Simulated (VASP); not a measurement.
# Sc2BP3 (P-6m2) in VASP: single point with PBE

Aim: the single point of Sc2BP3 with PBE.

All numbers are computed with VASP 6.6.1; they aren't measurements. Logs are shortened: lines on timing, memory, paths and dates and some standing lists are left out, and cuts for length are marked.

**1. The cell of the first run**

The structure is hexagonal, space group P-6m2 (No. 187). Conventional cell: a = 4.264 Å, b = 4.264 Å, c = 8.872 Å, α = 90.00°, β = 90.00°, γ = 120.00°. Sc (site symmetry -6m2) has 3 B at 2.46 Å and 6 P at 3.02 Å within 3.3 Å. Within 3.3 Å of Sc (site symmetry -6m2) lie 5 P at 2.46 to 2.69 Å. Within 2.3 Å of B (site symmetry -6m2) lie 2 P at 1.75 Å. P (site symmetry 3m) has 1 B at 1.75 Å within 2.3 Å. Within 3.3 Å of P (site symmetry -6m2) lie 3 Sc at 2.46 Å.

**2. Single point, PBE**

Contents of POSCAR:

```
Sc2BP3
1.0
    4.2638929234      0.0000000000      0.0000000000
   -2.1319464617      3.6926395907      0.0000000000
    0.0000000000      0.0000000000      8.8717354369
Sc B P
2 1 3
Direct
    0.6666666667      0.3333333333      0.5000000000
    0.3333333333      0.6666666667      0.0000000000
    0.3333333333      0.6666666667      0.5000000000
    0.3333333333      0.6666666667      0.3030619147
    0.3333333333      0.6666666667      0.6969380853
    0.6666666667      0.3333333333      0.0000000000
```

Contents of INCAR.step1:

```
  ALGO = Normal
  EDIFF = 1E-6
  ENCUT = 520
  GGA = PE
  ISIF = 2
  ISMEAR = 0
  LASPH = True
  LCHARG = True
  LMAXMIX = 4
  LREAL = False
  LWAVE = False
  NBANDS = 29
  NELM = 60
  PREC = Accurate
  SIGMA = 0.1
```

Contents of KPOINTS.step1:

```
k-points
0
Gamma
  12 12 4
```

Contents of INCAR.step2:

```
  ALGO = Normal
  EDIFF = 1E-6
  ENCUT = 520
  GGA = PE
  ICHARG = 11
  ISIF = 2
  ISMEAR = -5
  LASPH = True
  LCHARG = False
  LMAXMIX = 4
  LORBIT = 10
  LREAL = False
  LWAVE = False
  NEDOS = 1001
  NELM = 60
  PREC = Accurate
  SIGMA = 0.1
```

Contents of KPOINTS.step2:

```
k-points
0
Gamma
  18 18 6
```

Potentials or basis: VASP PAW PBE potentials, release 64 (Sc_sv, B, P).

The run is started by

```bash
$ cat potpaw_PBE.64/Sc_sv/POTCAR potpaw_PBE.64/B/POTCAR potpaw_PBE.64/P/POTCAR > POTCAR
$ cp INCAR.step1 INCAR
$ cp KPOINTS.step1 KPOINTS
$ mpirun -np 1 vasp_std > vasp.out
$ cp INCAR.step2 INCAR
$ cp KPOINTS.step2 KPOINTS
$ mpirun -np 1 vasp_std > vasp.out
```

OUTCAR:

```text
EDIFF = 1E-6
   ENCUT = 520
   GGA = PE
   ICHARG = 11
   ISIF = 2
   ISMEAR = -5
   LASPH = True
   LORBIT = 10
   LREAL = False
   NELM = 60
   PREC = Accurate

 ion  position               nearest neighbor table
   1  0.667  0.333  0.500-   3 2.46   3 2.46   3 2.46   4 3.02   5 3.02   4 3.02   5 3.02   5 3.02
                             4 3.02
   2  0.333  0.667  0.000-   6 2.46   6 2.46   6 2.46   4 2.69   5 2.69
   3  0.333  0.667  0.500-   4 1.75   5 1.75   1 2.46   1 2.46   1 2.46
   4  0.333  0.667  0.303-   3 1.75   2 2.69   1 3.02   1 3.02   1 3.02
   5  0.333  0.667  0.697-   3 1.75   2 2.69   1 3.02   1 3.02   1 3.02
   6  0.667  0.333  0.000-   2 2.46   2 2.46   2 2.46

  LATTYP: Found a hexagonal cell.
 ALAT       =     4.2638929234
 C/A-ratio  =     2.0806656256

  Lattice vectors:

 A1 = (   4.2638929234,   0.0000000000,   0.0000000000)
 A2 = (  -2.1319464617,   3.6926395907,   0.0000000000)
 A3 = (   0.0000000000,   0.0000000000,   8.8717354369)

Analysis of symmetry for initial positions (statically):
=====================================================================
 Subroutine PRICEL returns:
 Original cell was already a primitive cell.

 Routine SETGRP: Setting up the symmetry group for a
 hexagonal supercell.

 Subroutine GETGRP returns: Found 12 space group operations
 (whereof 12 operations were pure point group operations)
 out of a pool of 24 trial point group operations.

The static configuration has the point symmetry D_3h.

Analysis of symmetry for dynamics (positions and initial velocities):
=====================================================================
 Subroutine PRICEL returns:
 Original cell was already a primitive cell.

 Routine SETGRP: Setting up the symmetry group for a
 hexagonal supercell.

 Subroutine GETGRP returns: Found 12 space group operations
 (whereof 12 operations were pure point group operations)
 out of a pool of 24 trial point group operations.

The dynamic configuration has the point symmetry D_3h.

 Subroutine INISYM returns: Found 12 space group operations
 (whereof 12 operations are pure point group operations),
 and found     1 'primitive' translations

----------------------------------------------------------------------------------------

                                     Primitive cell

  volume of cell :     139.6857

  direct lattice vectors                    reciprocal lattice vectors
     4.263892923  0.000000000  0.000000000     0.234527465  0.135404495  0.000000000
    -2.131946462  3.692639591  0.000000000     0.000000000  0.270808991  0.000000000
     0.000000000  0.000000000  8.871735437     0.000000000  0.000000000  0.112717518

  length of vectors
     4.263892923  4.263892923  8.871735437     0.270808991  0.270808991  0.112717518

  position of ions in fractional coordinates (direct lattice)
     0.666666667  0.333333333  0.500000000
     0.333333333  0.666666667  0.000000000
     0.333333333  0.666666667  0.500000000
     0.333333333  0.666666667  0.303061915
     0.333333333  0.666666667  0.696938085
     0.666666667  0.333333333  0.000000000

  ion indices of the primitive-cell ions
   primitive index   ion index
                 1           1
                 2           2
                 3           3
                 4           4
                 5           5
                 6           6

----------------------------------------------------------------------------------------

 KPOINTS: k-points

Automatic generation of k-mesh.
 Grid dimensions read from file:
 generate k-points for:   18   18    6

 Generating k-lattice:

  Cartesian coordinates                     Fractional coordinates (reciprocal lattice)
     0.013029304  0.007522472  0.000000000     0.055555556 -0.000000000  0.000000000
     0.000000000  0.015044944  0.000000000     0.000000000  0.055555556  0.000000000
     0.000000000  0.000000000  0.018786253     0.000000000  0.000000000  0.166666667

  Length of vectors
     0.015044944  0.015044944  0.018786253

  Shift w.r.t. Gamma in fractional coordinates (k-lattice)
     0.000000000  0.000000000  0.000000000

 TETIRR: Found   1977 inequivalent tetrahedra from    11664

 Subroutine IBZKPT returns following result:
 ===========================================

 Found    148 irreducible k-points:

 Following reciprocal coordinates:
            Coordinates               Weight
  0.000000  0.000000  0.000000      1.000000
  0.055556 -0.000000  0.000000      6.000000
  0.111111 -0.000000  0.000000      6.000000
  0.166667  0.000000  0.000000      6.000000
  0.222222 -0.000000  0.000000      6.000000
  0.277778 -0.000000  0.000000      6.000000
[... 16 lines left out ...]
  0.333333  0.111111  0.000000     12.000000
  0.388889  0.111111  0.000000     12.000000
 [... further k-points ...]
   k-points           NKPTS =    148   k-points in BZ     NKDIM =    148   number of bands    NBANDS=     24
   number of dos      NEDOS =   1001   number of ions     NIONS =      6
   total plane-waves  NPLWV =  71680
   dimension x,y,z NGX =    32 NGY =   32 NGZ =   70
   dimension x,y,z NGXF=    64 NGYF=   64 NGZF=  140
   ions per type =               2   1   3
   NGX,Y,Z   is equivalent  to a cutoff of  12.48, 12.48, 13.12 a.u.
   NGXF,Y,Z  is equivalent  to a cutoff of  24.95, 24.95, 26.23 a.u.
 SYSTEM =  unknown system
   PREC   = accura    normal or accurate (medium, high low for compatibility)
   ISTART =      0    job   : 0-new  1-cont  2-samecut
   ICHARG =     11    charge: 1-file 2-atom 10-const
   ISPIN  =      1    spin polarized calculation?
   LNONCOLLINEAR =      F non collinear calculations
   LSORBIT =      F    spin-orbit coupling
   LASPH  =      T    aspherical Exc in radial PAW
   ENCUT  =  520.0 eV  38.22 Ry    6.18 a.u.   7.93  7.93 16.50*2*pi/ulx,y,z
   NELM   =     60;   NELMIN=  2; NELMDL=  0     # of ELM steps
   EDIFF  = 0.1E-05   stopping-criterion for ELM
   LREAL  =      F    real-space projection
   EDIFFG = 0.1E-04   stopping-criterion for IOM
   NSW    =      0    number of steps for IOM
   IBRION =     -1    ionic relax: 0-MD 1-quasi-New 2-CG
   NFREE  =      0    steps in history (QN), initial steepest desc. (CG)
   ISIF   =      2    stress and relaxation
   ISYM   =      2    0-nonsym 1-usesym 2-fastsym
   POTIM  = 0.5000    time-step for ionic-motion
   TEBEG  =    0.0;   TEEND  =   0.0 temperature during run
   PSTRESS=    0.0 pullay stress
   NELECT =      40.0000    total number of electrons
   NUPDOWN=      -1.0000    fix difference up-down
   EMIN   =  10.00;   EMAX   =-10.00  energy-range for DOS
   EFERMI =   0.00;   METHOD = LEGACY
   ISMEAR =    -5;   SIGMA  =   0.10  broadening in eV -4-tet -1-fermi 0-gaus
   EFERMI_NEDOS =   21; number of points for ismear=-14 and -15
   IALGO  =     38    algorithm
   IMIX   =      4    mixing-type and parameters
     AMIX     =   0.40;   BMIX     =  1.00
     AMIX_MAG =   1.60;   BMIX_MAG =  1.00
  volume/ion in A,a.u.               =      23.28       157.11
  Fermi-wavevector in a.u.,A,eV,Ry     =   1.079057  2.039121 15.842123  1.164363
  Thomas-Fermi vector in A             =   2.215012
   LORBIT       =     10    0 simple, 1 ext, 2 COOP (PROOUT), +10 PAW based schemes
   GGA     = PE    functional components
   LHFCALC =     F    Hartree Fock is set to
   AEXX    =    0.0000 exact exchange contribution
   IVDW    =     0    specifies the selected vdW correction
   LEPSILON=     F    determine dielectric tensor
   LRPA    =     F    only Hartree local field effects (RPA)
 non-spin polarized calculation
 Fermi weights with tetrahedron method with Bloechl corrections
  energy-cutoff  :      520.00
  volume of cell :      139.69
 maximum number of plane-waves:      3792
 NGX is ok and might be reduce to    32

 number of electron      40.0000005 magnetization

 Free energy of the ion-electron system (eV)
  ---------------------------------------------------
  ext. energy  EPLUGINS =         0.00000000
  ---------------------------------------------------
  free energy    TOTEN  =       -37.26261406 eV

  energy without entropy =      -37.26261406  energy(sigma->0) =      -37.26261406

 E-fermi :   3.2008     XC(G=0):  -8.8360

 val. band max:        3.2467292691   @ k =   0.1667   0.0000   0.0000
 cond. band min:       3.1478870281   @ k =   0.3889   0.1111   0.0000
 fundamental gap:     -0.0988422410
 Fermi energy:         3.2008283315

 k-point     1 :       0.0000    0.0000    0.0000
  band No.  band energies     occupation
      1     -47.4547      2.00000
      2     -45.9597      2.00000
      3     -26.0909      2.00000
      4     -26.0909      2.00000
      5     -25.9871      2.00000
      6     -24.7514      2.00000
[... 16 lines left out ...]
     23       4.6614      0.00000
     24       4.7513      0.00000

 k-point     2 :       0.0556   -0.0000    0.0000
  band No.  band energies     occupation
      1     -47.4547      2.00000
      2     -45.9596      2.00000
      3     -26.0917      2.00000
      4     -26.0911      2.00000
      5     -25.9870      2.00000
      6     -24.7513      2.00000
[... 16 lines left out ...]
     23       4.6868      0.00000
     24       4.7174      0.00000

 k-point     3 :       0.1111   -0.0000    0.0000
  band No.  band energies     occupation
      1     -47.4546      2.00000
      2     -45.9595      2.00000
      3     -26.0939      2.00000
      4     -26.0917      2.00000
      5     -25.9867      2.00000
      6     -24.7511      2.00000
[... 16 lines left out ...]
     23       4.6959      0.00000
     24       4.7013      0.00000

 k-point     4 :       0.1667    0.0000    0.0000
  band No.  band energies     occupation
      1     -47.4544      2.00000
      2     -45.9593      2.00000
      3     -26.0972      2.00000
      4     -26.0925      2.00000
      5     -25.9862      2.00000
      6     -24.7507      2.00000
[... 16 lines left out ...]
     23       4.6362      0.00000
     24       4.7396      0.00000

 k-point     5 :       0.2222   -0.0000    0.0000
  band No.  band energies     occupation
      1     -47.4543      2.00000
      2     -45.9591      2.00000
      3     -26.1013      2.00000
      4     -26.0936      2.00000
      5     -25.9856      2.00000
      6     -24.7503      2.00000
[... 16 lines left out ...]
     23       4.5716      0.00000
     24       4.7634      0.00000

 k-point     6 :       0.2778   -0.0000    0.0000
  band No.  band energies     occupation
      1     -47.4541      2.00000
      2     -45.9588      2.00000
      3     -26.1056      2.00000
      4     -26.0947      2.00000
      5     -25.9850      2.00000
      6     -24.7499      2.00000
[... 16 lines left out ...]
     23       4.5184      0.00000
     24       4.8082      0.00000
[... 379 lines left out ...]
 k-point    21 :       0.2222    0.1111    0.0000
  band No.  band energies     occupation
      1     -47.4540      2.00000
      2     -45.9587      2.00000
      3     -26.1062      2.00000
      4     -26.0958      2.00000
      5     -25.9848      2.00000
      6     -24.7497      2.00000
[... 16 lines left out ...]
     23       4.5294      0.00000
     24       4.7603      0.00000

 k-point    22 :       0.2778    0.1111    0.0000
  band No.  band energies     occupation
      1     -47.4538      2.00000
      2     -45.9585      2.00000
      3     -26.1097      2.00000
      4     -26.0971      2.00000
      5     -25.9843      2.00000
      6     -24.7493      2.00000
[... 16 lines left out ...]
     23       4.5156      0.00000
     24       4.6944      0.00000

 k-point    23 :       0.3333    0.1111    0.0000
  band No.  band energies     occupation
      1     -47.4537      2.00000
      2     -45.9583      2.00000
      3     -26.1126      2.00000
      4     -26.0981      2.00000
      5     -25.9838      2.00000
      6     -24.7490      2.00000
[... 16 lines left out ...]
     23       4.5196      0.00000
     24       4.6615      0.00000

 k-point    24 :       0.3889    0.1111    0.0000
  band No.  band energies     occupation
      1     -47.4536      2.00000
      2     -45.9582      2.00000
      3     -26.1145      2.00000
      4     -26.0988      2.00000
      5     -25.9836      2.00000
      6     -24.7488      2.00000
[... 16 lines left out ...]
     23       4.5316      0.00000
     24       4.6330      0.00000

 [... further k-points ...]
[... 5 lines left out ...]
  --------------------------------------------------------------------------------------
  -------------------------------------------------------------------------------------
  Total       -0.0738972     -0.0738972     -0.4778877     -0.0000000      0.0000000      0.0000000
  in kB       -0.8475922     -0.8475922     -5.4813131     -0.0000000      0.0000000      0.0000000
  external PRESSURE =      -2.3921658 kB  Pullay stress =       0.0000000 kB

 VOLUME and BASIS-vectors are now :
 -----------------------------------------------------------------------------
  energy-cutoff  :      520.00
  volume of cell :      139.69
      direct lattice vectors                 reciprocal lattice vectors
     4.263892923  0.000000000  0.000000000     0.234527465  0.135404495  0.000000000
    -2.131946462  3.692639591  0.000000000     0.000000000  0.270808991  0.000000000
     0.000000000  0.000000000  8.871735437     0.000000000  0.000000000  0.112717518

 POSITION                                       TOTAL-FORCE (eV/Angst)
 -----------------------------------------------------------------------------------
      2.13195      1.23088      4.43587        -0.000000      0.000000      0.000000
     -0.00000      2.46176      0.00000         0.000000     -0.000000      0.000000
     -0.00000      2.46176      4.43587        -0.000000      0.000000      0.000000
     -0.00000      2.46176      2.68869        -0.000000      0.000000      0.066793
     -0.00000      2.46176      6.18305        -0.000000      0.000000     -0.066793
      2.13195      1.23088      0.00000         0.000000      0.000000      0.000000
 -----------------------------------------------------------------------------------
    total drift:                                0.000398     -0.000230      0.000000

  FREE ENERGIE OF THE ION-ELECTRON SYSTEM (eV)
  ---------------------------------------------------
  free  energy   TOTEN  =       -37.2626140634 eV

  energy  without entropy=      -37.2626140634  energy(sigma->0) =      -37.26261406

 total charge

# of ion       s       p       d       tot
------------------------------------------
    1        2.155   6.099   0.964   9.218
    2        2.217   6.171   1.122   9.510
    3        0.743   1.307   0.000   2.050
    4        1.059   1.472   0.000   2.531
    5        1.059   1.472   0.000   2.531
    6        1.063   1.530   0.000   2.593
--------------------------------------------------
tot          8.297  18.051   2.086  28.433
```

Run time: 16 min. Hardware: 1 thread of Oxide Virtual Turin-like, shared host; peak memory 0.55 GiB.

Results:

```
Valence electrons inside the program's atomic spheres : Sc 9.22, 9.51; B 2.05; P 2.53, 2.59 (each value once)
```
